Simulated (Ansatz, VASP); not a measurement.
## Sc in VASP and in Ansatz

```
Sc
1.0
     2.97044    0.00000    0.00000
     0.00000    2.97044    0.00000
     0.00000    0.00000    2.97044
Sc
1
Cartesian
  0.0000 0.0000 0.0000
```

Alike in both runs: functional PBE; k mesh 13 × 13 × 13; occupations fermi-dirac, width 0.08 eV; no spin polarisation.

Ansatz relaxed the structure, and its values are those at the end. VASP's run is a single point on that final structure, the one shown.

```csv
,VASP,Ansatz
version,VASP 6.6.1,Ansatz 0.2.0
potentials or method,"VASP PAW PBE potentials, release 64 (Sc_sv)","PAW with Ansatz's default frozen-core files, scalar-relativistic"
plane-wave cutoff (eV),520,420
valence electrons in the cell,11,11
```

|  | VASP | Ansatz | Ansatz less VASP |
| --- | --- | --- | --- |
| pressure (GPa) | 0.0 | 0.0 | -0.02 |
